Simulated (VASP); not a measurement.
# KSc3Si4 (Im-3m) in VASP: further runs, part 2 of 2

VASP 6.6.1. Earlier steps stand in the parts before.

**4. Single point, PBE, collinear spin**

This run uses another cell than the first one, of 19.85 Å³/atom.

Input file INCAR:

```
SYSTEM = KSc3Si4
PREC = Accurate
ENCUT = 520
EDIFF = 1E-6
ISMEAR = 0
SIGMA = 0.1
LREAL = .FALSE.
LASPH = .TRUE.
NELM = 150
ALGO = Normal
ISIF = 2
LWAVE = .FALSE.
LCHARG = .FALSE.
ISPIN = 2
MAGMOM = 0 1 1 1 0 0 0 0
LORBIT = 11
LMAXMIX = 4
GGA = PE
NBANDS = 43
```

Input file KPOINTS:

```
regular mesh
0
G
  4 4 4
  0 0 0
```

Input file POSCAR:

```
KSc3Si4
1.0
   -3.4114074509      3.4114074509      3.4114074509
    3.4114074509     -3.4114074509      3.4114074509
    3.4114074509      3.4114074509     -3.4114074509
K Sc Si
1 3 4
Direct
    0.0000000000      0.0000000000      0.0000000000
    0.5000000000      0.5000000000      0.0000000000
    0.5000000000      0.0000000000      0.5000000000
    0.0000000000      0.5000000000      0.5000000000
    0.5000000000      0.5000000000      0.5000000000
    0.0000000000      0.0000000000      0.5000000000
    0.0000000000      0.5000000000      0.0000000000
    0.5000000000      0.0000000000      0.0000000000
```

Potentials or basis: VASP PAW PBE potentials, release 64 (K_sv, Sc_sv, Si).

Command:

```sh
$ cat potpaw_PBE.64/K_sv/POTCAR potpaw_PBE.64/Sc_sv/POTCAR potpaw_PBE.64/Si/POTCAR > POTCAR
$ mpirun -np 1 vasp_std > vasp.out
```

OUTCAR:

```text
SYSTEM = KSc3Si4
   PREC = Accurate
   ENCUT = 520
   EDIFF = 1E-6
   ISMEAR = 0
   LREAL = .FALSE.
   LASPH = .TRUE.
   NELM = 150
   ISIF = 2
   ISPIN = 2
   LORBIT = 11
   GGA = PE

 ion  position               nearest neighbor table
   1  0.000  0.000  0.000-   5 2.95   6 2.95   7 2.95   8 2.95   6 2.95   7 2.95   8 2.95   5 2.95
                             4 3.41   4 3.41   2 3.41   3 3.41   2 3.41   3 3.41
   2  0.500  0.500  0.000-   5 2.95   6 2.95   7 2.95   8 2.95   5 2.95   8 2.95   7 2.95   6 2.95
                             4 3.41   3 3.41   1 3.41   4 3.41   1 3.41   3 3.41
   3  0.500  0.000  0.500-   5 2.95   6 2.95   7 2.95   8 2.95   8 2.95   5 2.95   6 2.95   7 2.95
                             4 3.41   2 3.41   1 3.41   1 3.41   4 3.41   2 3.41
   4  0.000  0.500  0.500-   5 2.95   6 2.95   7 2.95   8 2.95   7 2.95   6 2.95   5 2.95   8 2.95
                             3 3.41   1 3.41   1 3.41   2 3.41   3 3.41   2 3.41
   5  0.500  0.500  0.500-   1 2.95   2 2.95   3 2.95   4 2.95   2 2.95   3 2.95   4 2.95   1 2.95

   6  0.000  0.000  0.500-   1 2.95   2 2.95   3 2.95   4 2.95   1 2.95   4 2.95   3 2.95   2 2.95

[... 945 lines left out ...]
 -----------------------------------------------------------------------------------
    total drift:                               -0.000000     -0.000000      0.000000

  FREE ENERGIE OF THE ION-ELECTRON SYSTEM (eV)
  ---------------------------------------------------
  free  energy   TOTEN  =       -41.6311784763 eV

  energy  without entropy=      -41.5939756529  energy(sigma->0) =      -41.61257706

 total charge

# of ion       s       p       d       tot
------------------------------------------
    1        1.997   5.611   0.125   7.733
    2        2.187   6.109   1.057   9.353
    3        2.187   6.109   1.057   9.353
    4        2.187   6.109   1.057   9.353
    5        0.829   0.781   0.000   1.610
    6        0.829   0.781   0.000   1.610
    7        0.829   0.781   0.000   1.610
    8        0.829   0.781   0.000   1.610
--------------------------------------------------
tot         11.873  27.062   3.295  42.230

 magnetization (x)

# of ion       s       p       d       tot
------------------------------------------
    1       -0.000  -0.000  -0.000  -0.000
    2        0.000   0.000   0.000   0.000
    3        0.000   0.000   0.000   0.000
    4        0.000   0.000   0.000   0.000
    5        0.000   0.000   0.000   0.000
    6        0.000   0.000   0.000   0.000
    7        0.000   0.000   0.000   0.000
    8        0.000   0.000   0.000   0.000
--------------------------------------------------
tot          0.000   0.000   0.000   0.000
```

OSZICAR:

```text
N       E                     dE             d eps       ncg     rms          rms(c)
DAV:   1     0.798842320450E+03    0.79884E+03   -0.24389E+04  1376   0.130E+03
DAV:   2     0.352610027812E+02   -0.76358E+03   -0.74720E+03  1664   0.498E+02
DAV:   3    -0.426258305913E+02   -0.77887E+02   -0.74428E+02  2295   0.170E+02
DAV:   4    -0.464688015416E+02   -0.38430E+01   -0.37647E+01  2408   0.387E+01
DAV:   5    -0.466283808737E+02   -0.15958E+00   -0.15914E+00  2552   0.811E+00    0.206E+01
DAV:   6    -0.416823834686E+02    0.49460E+01   -0.20095E+01  2088   0.263E+01    0.776E+00
DAV:   7    -0.416832005257E+02   -0.81706E-03   -0.11365E+00  2173   0.656E+00    0.550E+00
DAV:   8    -0.416260603556E+02    0.57140E-01   -0.20617E-01  2208   0.257E+00    0.238E+00
DAV:   9    -0.416318326409E+02   -0.57723E-02   -0.22120E-02  2352   0.889E-01    0.638E-01
DAV:  10    -0.416310489393E+02    0.78370E-03   -0.65378E-03  2112   0.513E-01    0.236E-01
DAV:  11    -0.416311423656E+02   -0.93426E-04   -0.14304E-03  2208   0.220E-01    0.898E-02
DAV:  12    -0.416311686425E+02   -0.26277E-04   -0.19941E-04  2320   0.851E-02    0.470E-02
DAV:  13    -0.416311782728E+02   -0.96303E-05   -0.24516E-05  2288   0.303E-02    0.142E-02
DAV:  14    -0.416311784763E+02   -0.20347E-06   -0.16846E-06  1336   0.784E-03
   1 F= -.41631178E+02 E0= -.41612577E+02  d E =-.372028E-01  mag=     0.0002
```

stdout:

```text
POSCAR found type information on POSCAR K ScSi
 POSCAR found :  3 types and       8 ions
 scaLAPACK will be used
 LDA part: xc-table for (Slater+PW92), standard interpolation
 POSCAR, INCAR and KPOINTS ok, starting setup
 FFT: planning ... GRIDC
 FFT: planning ... GRID_SOFT
 FFT: planning ... GRID
 WAVECAR not read
 entering main loop
```

Run time: 3.1 min. Hardware: 1 thread of AMD EPYC 7R13 (Zen 3), shared host; peak memory 0.41 GiB.

Results:

| Quantity | Value |
| --- | --- |
| Free energy | -41.6312 eV |
| Pressure | -0.2 GPa |
| Band gap on the k mesh | zero (filled and empty bands overlap) |
| Net moment | 0.00 μB per cell |
| Valence electrons inside the program's atomic spheres | K 7.73; Sc 9.35; Si 1.61 |

**5. Summary**

```csv
task,spin,cell,k mesh,cutoff (eV),gap on the mesh (eV),pressure (GPa)
single point,off,"a = 5.902 Å, angles 109.5°, 8 atoms",8 × 8 × 8,520,none,0.2
relaxation of cell and atoms,off,"relaxed from a = 5.909 Å, angles 109.5°, 8 atoms",8 × 8 × 8,600,none,-0.1
single point,collinear,"a = 5.909 Å, angles 109.5°, 8 atoms",4 × 4 × 4,520,none,-0.2
```

Alike in all rows: level PBE; potentials or basis VASP PAW PBE potentials, release 64 (K_sv, Sc_sv, Si); smearing gaussian 0.1 eV.

Caveats: the relaxation stopped at its first step, so nothing moved (at least some runs).

Absolute energies hang on the potentials; compare differences alone.
